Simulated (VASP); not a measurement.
# WC (P1) in VASP: notebook

WC is run at these levels: PBEsol; tasks: single point.

All numbers are computed with VASP 6.6.1; they aren't measurements. Logs are shortened: lines on timing, memory, paths and dates and some standing lists are left out, and cuts for length are marked.

## (1) The cell of the first run

The typed cell holds 2 atoms: a = 2.901 Å, b = 2.901 Å, c = 2.829 Å, α = 90.00°, β = 90.00°, γ = 120.00°.

## (2) Single point, PBEsol (atom 2 (C) moved by (-0.150, -0.300) A along x and z)

Input file INCAR:

```
  PREC = Accurate
  ENCUT = 520
  EDIFF = 1E-7
  ISMEAR = 0
  SIGMA = 0.15
  LREAL = False
  LASPH = True
  NELM = 100
  ALGO = Normal
  ISIF = 2
  LWAVE = False
  LCHARG = False
  GGA = PS
  NBANDS = 16
```

Input file KPOINTS:

```
Automatic mesh
0
Gamma
  18 18 16
```

Input file POSCAR:

```
WC
1.0
    2.9005014360      0.0000000000      0.0000000000
   -1.4502507180      2.5119079273      0.0000000000
    0.0000000000      0.0000000000      2.8290000000
W C
1 1
Direct
    0.0000000000      0.0000000000      0.0000000000
    0.6149514708      0.3333333333      0.3939554613
```

Potentials or basis: VASP PAW PBE potentials, release 64 (W_sv, C).

On the command line:

```sh
> cat potpaw_PBE.64/W_sv/POTCAR potpaw_PBE.64/C/POTCAR > POTCAR
> mpirun -np 1 vasp_std > vasp.out
```

OUTCAR:

```text
PREC = Accurate
   ENCUT = 520
   EDIFF = 1E-7
   ISMEAR = 0
   LREAL = False
   LASPH = True
   NELM = 100
   ISIF = 2
   GGA = PS

 ion  position               nearest neighbor table
   1  0.000  0.000  0.000-   2 1.91   2 2.02   2 2.12   2 2.31   2 2.40   2 2.49
   2  0.615  0.333  0.394-   1 1.91   1 2.02   1 2.12   1 2.31   1 2.40   1 2.49

  LATTYP: Found a hexagonal cell.
 ALAT       =     2.9005014360
 C/A-ratio  =     0.9753485949

  Lattice vectors:

 A1 = (   2.9005014360,   0.0000000000,   0.0000000000)
 A2 = (  -1.4502507180,   2.5119079273,   0.0000000000)
 A3 = (   0.0000000000,   0.0000000000,   2.8290000000)

Analysis of symmetry for initial positions (statically):
=====================================================================
 Subroutine PRICEL returns:
 Original cell was already a primitive cell.

 Routine SETGRP: Setting up the symmetry group for a
 hexagonal supercell.

 Subroutine GETGRP returns: Found  1 space group operations
 (whereof  1 operations were pure point group operations)
 out of a pool of 24 trial point group operations.

The static configuration has the point symmetry C_1 .

Analysis of symmetry for dynamics (positions and initial velocities):
=====================================================================
 Subroutine PRICEL returns:
 Original cell was already a primitive cell.

 Routine SETGRP: Setting up the symmetry group for a
 hexagonal supercell.

 Subroutine GETGRP returns: Found  1 space group operations
 (whereof  1 operations were pure point group operations)
 out of a pool of 24 trial point group operations.

The dynamic configuration has the point symmetry C_1 .

 Subroutine INISYM returns: Found  1 space group operations
 (whereof  1 operations are pure point group operations),
 and found     1 'primitive' translations

----------------------------------------------------------------------------------------

                                     Primitive cell

  volume of cell :      20.6115

  direct lattice vectors                    reciprocal lattice vectors
     2.900501436  0.000000000  0.000000000     0.344767973  0.199051882  0.000000000
    -1.450250718  2.511907927  0.000000000     0.000000000  0.398103764  0.000000000
     0.000000000  0.000000000  2.829000000     0.000000000  0.000000000  0.353481796
[... 76 lines left out ...]
   ISTART =      0    job   : 0-new  1-cont  2-samecut
   ICHARG =      2    charge: 1-file 2-atom 10-const
   ISPIN  =      1    spin polarized calculation?
   LNONCOLLINEAR =      F non collinear calculations
   LSORBIT =      F    spin-orbit coupling
   LASPH  =      T    aspherical Exc in radial PAW
   ENCUT  =  520.0 eV  38.22 Ry    6.18 a.u.   5.39  5.39  5.26*2*pi/ulx,y,z
   NELM   =    100;   NELMIN=  2; NELMDL= -5     # of ELM steps
   EDIFF  = 0.1E-06   stopping-criterion for ELM
   LREAL  =      F    real-space projection
   EDIFFG = 0.1E-05   stopping-criterion for IOM
   NSW    =      0    number of steps for IOM
   IBRION =     -1    ionic relax: 0-MD 1-quasi-New 2-CG
   NFREE  =      0    steps in history (QN), initial steepest desc. (CG)
   ISIF   =      2    stress and relaxation
   ISYM   =      2    0-nonsym 1-usesym 2-fastsym
   POTIM  = 0.5000    time-step for ionic-motion
   TEBEG  =    0.0;   TEEND  =   0.0 temperature during run
   PSTRESS=    0.0 pullay stress
   NELECT =      18.0000    total number of electrons
   NUPDOWN=      -1.0000    fix difference up-down
   EMIN   =  10.00;   EMAX   =-10.00  energy-range for DOS
   EFERMI =   0.00;   METHOD = LEGACY
   ISMEAR =     0;   SIGMA  =   0.15  broadening in eV -4-tet -1-fermi 0-gaus
   EFERMI_NEDOS =   21; number of points for ismear=-14 and -15
   IALGO  =     38    algorithm
   IMIX   =      4    mixing-type and parameters
     AMIX     =   0.40;   BMIX     =  1.00
     AMIX_MAG =   1.60;   BMIX_MAG =  1.00
  volume/ion in A,a.u.               =      10.31        69.55
  Fermi-wavevector in a.u.,A,eV,Ry     =   1.564813  2.957068 33.315762  2.448639
  Thomas-Fermi vector in A             =   2.667381
   LORBIT       =      0    0 simple, 1 ext, 2 COOP (PROOUT), +10 PAW based schemes
   GGA     = PS    functional components
   LHFCALC =     F    Hartree Fock is set to
   AEXX    =    0.0000 exact exchange contribution
   IVDW    =     0    specifies the selected vdW correction
   LEPSILON=     F    determine dielectric tensor
   LRPA    =     F    only Hartree local field effects (RPA)
 non-spin polarized calculation
 Gauss-broadening in eV      SIGMA  =   0.15
  energy-cutoff  :      520.00
  volume of cell :       20.61
 maximum number of plane-waves:       580
 NGX is ok and might be reduce to    24
   NGX = 11   NGY = 11   NGZ = 11

 number of electron      18.0000000 magnetization

 Free energy of the ion-electron system (eV)
  ---------------------------------------------------
  ext. energy  EPLUGINS =         0.00000000
  ---------------------------------------------------
  free energy    TOTEN  =       -22.97160374 eV

  energy without entropy =      -22.96811144  energy(sigma->0) =      -22.96985759

 E-fermi :  11.2982     XC(G=0): -13.9056

 val. band max:       11.2966031038   @ k =   0.5000   0.5000   0.3125
 cond. band min:      11.3005854078   @ k =   0.1111  -0.0556   0.3750
 fundamental gap:      0.0039823040
 Fermi energy:        11.2982048950

 k-point     1 :       0.0000    0.0000    0.0000
  band No.  band energies     occupation
      1     -62.7317      2.00000
      2     -26.7877      2.00000
      3     -26.7013      2.00000
      4     -26.6608      2.00000
      5      -3.4198      2.00000
      6       5.7178      2.00000
[... 433 lines left out ...]
      3     -26.8973      2.00000
      4     -26.6429      2.00000
      5      -0.2876      2.00000
      6       4.0245      2.00000
[... 8 lines left out ...]
     15      24.7608      0.00000
     16      26.7378      0.00000

 [... further k-points ...]
[... 5 lines left out ...]
  --------------------------------------------------------------------------------------
  -------------------------------------------------------------------------------------
  Total        3.1068699      2.9760925      3.5865487      1.8014333      0.4640971      2.2223822
  in kB      241.5037657    231.3381473    278.7902416    140.0293304     36.0752814    172.7506095
  external PRESSURE =     250.5440515 kB  Pullay stress =       0.0000000 kB

 VOLUME and BASIS-vectors are now :
 -----------------------------------------------------------------------------
  energy-cutoff  :      520.00
  volume of cell :       20.61
      direct lattice vectors                 reciprocal lattice vectors
     2.900501436  0.000000000  0.000000000     0.344767973  0.199051882  0.000000000
    -1.450250718  2.511907927  0.000000000     0.000000000  0.398103764  0.000000000
     0.000000000  0.000000000  2.829000000     0.000000000  0.000000000  0.353481796

 POSITION                                       TOTAL-FORCE (eV/Angst)
 -----------------------------------------------------------------------------------
      0.00000      0.00000      0.00000        -2.983784     -0.439047     -5.264689
      1.30025      0.83730      1.11450         2.983784      0.439047      5.264689
 -----------------------------------------------------------------------------------
    total drift:                                0.000025      0.000005     -0.000007

  FREE ENERGIE OF THE ION-ELECTRON SYSTEM (eV)
  ---------------------------------------------------
  free  energy   TOTEN  =       -22.9716037417 eV

  energy  without entropy=      -22.9681114369  energy(sigma->0) =      -22.96985759
```

stdout:

```text
POSCAR found type information on POSCAR W C
 POSCAR found :  2 types and       2 ions
 scaLAPACK will be used
 -----------------------------------------------------------------------------
|                                                                             |
|                                                                             |
|     You enforced a specific xc type in the INCAR file but a different       |
|     I HOPE YOU KNOW WHAT YOU ARE DOING!                                     |
|                                                                             |
 -----------------------------------------------------------------------------

 LDA part: xc-table for (Slater+PW92), standard interpolation
 POSCAR, INCAR and KPOINTS ok, starting setup
 FFT: planning ... GRIDC
 FFT: planning ... GRID_SOFT
 FFT: planning ... GRID
 WAVECAR not read
 entering main loop
```

Wall time 20 min (1 thread of AMD EPYC 7R43 (Zen 3), shared host); peak memory 0.83 GiB.

What came out:

| Item | Value |
| --- | --- |
| Free energy | -22.9716 eV |
| Pressure | 25.1 GPa |
| Largest force | 6.067 eV/Å |
| Band gap on the k mesh | zero (band 9 reaches 12.52 eV, above the bottom of band 10 at 10.97 eV) |

Forces on the atoms (eV/Å):
```
W   -2.984 -0.439 -5.265
C    2.984  0.439  5.265
```

Stress tensor (GPa, compression positive):
```
24.15 14.00 17.28
14.00 23.13  3.61
17.28  3.61 27.88
```

Caveat: the cell differs from its parent crystal (atom 2 (C) moved by (-0.150, -0.300) A along x and z); the PAW data sets were made with another functional, which shifts forces and pressure a little; spin-orbit coupling is left out, which moves the levels of the heavy elements.

## (3) Single point, PBEsol (atom 2 (C) moved by (-0.150, -0.150) A along x and z)

Input file INCAR:

```
SYSTEM = WC
ALGO = Normal
EDIFF = 1E-6
ENCUT = 520
GGA = PS
ISIF = 2
ISMEAR = 0
LASPH = .TRUE.
LCHARG = .FALSE.
LREAL = .FALSE.
LWAVE = .FALSE.
NBANDS = 16
NELM = 80
PREC = Accurate
SIGMA = 0.15
```

Input file KPOINTS:

```
k-points
0
G
  18 18 16
  0 0 0
```

POSCAR, as its differences from that of step 2:

```diff
@@ -9,2 +9,2 @@
     0.0000000000      0.0000000000      0.0000000000
-    0.6149514708      0.3333333333      0.3939554613
+    0.6149514708      0.3333333333      0.4469777306
```

Potentials or basis: VASP PAW PBE potentials, release 64 (W_sv, C).

On the command line:

```sh
> cat potpaw_PBE.64/W_sv/POTCAR potpaw_PBE.64/C/POTCAR > POTCAR
> mpirun -np 1 vasp_std > vasp.out
```

Wall time 15 min (1 thread of AMD EPYC 7R43 (Zen 3), shared host); peak memory 0.83 GiB.

The run converged. Its results:

| Item | Value |
| --- | --- |
| Free energy | -23.5440 eV |
| Pressure | 9.4 GPa |
| Largest force | 3.519 eV/Å |
| Band gap on the k mesh | zero (band 9 reaches 11.85 eV, above the bottom of band 10 at 10.69 eV) |

Forces in eV/Å, atoms in the order of the input:
```
W   -2.537 -0.300 -2.421
C    2.537  0.300  2.421
```

Stress tensor (GPa, compression positive):
```
 7.81  8.41  9.04
 8.41  7.23  1.86
 9.04  1.86 13.13
```

Levels at points of the mesh, in eV from the Fermi level:
```tsv
k point	band 6	band 7	band 8	band 9	band 10	band 11	band 12	band 13
(0.00, 0.00, 0.00)	-4.81	-3.70	-3.30	0.35	2.77	3.34	4.93	5.93
(0.50, 0.00, 0.00)	-7.56	-4.17	-3.65	-0.50	2.65	4.25	4.72	6.86
(0.00, 0.50, 0.00)	-7.16	-4.24	-3.55	-0.31	2.52	4.40	4.96	6.45
(0.50, 0.50, 0.00)	-6.76	-4.08	-2.97	-0.83	2.47	4.66	5.07	5.51
(0.00, 0.00, 0.50)	-8.67	-3.18	-1.70	-0.60	-0.35	3.26	3.93	6.10
(0.50, 0.00, 0.50)	-6.33	-4.17	-3.77	-0.19	4.39	5.33	6.43	8.82
(0.00, 0.50, 0.50)	-6.63	-4.51	-3.95	0.18	4.31	5.30	5.89	9.24
(0.50, 0.50, 0.50)	-7.05	-4.87	-4.50	0.75	4.33	5.27	6.34	9.48
```

Caveat: the cell differs from its parent crystal (atom 2 (C) moved by (-0.150, -0.150) A along x and z); the PAW data sets were made with another functional, which shifts forces and pressure a little; spin-orbit coupling is left out, which moves the levels of the heavy elements.
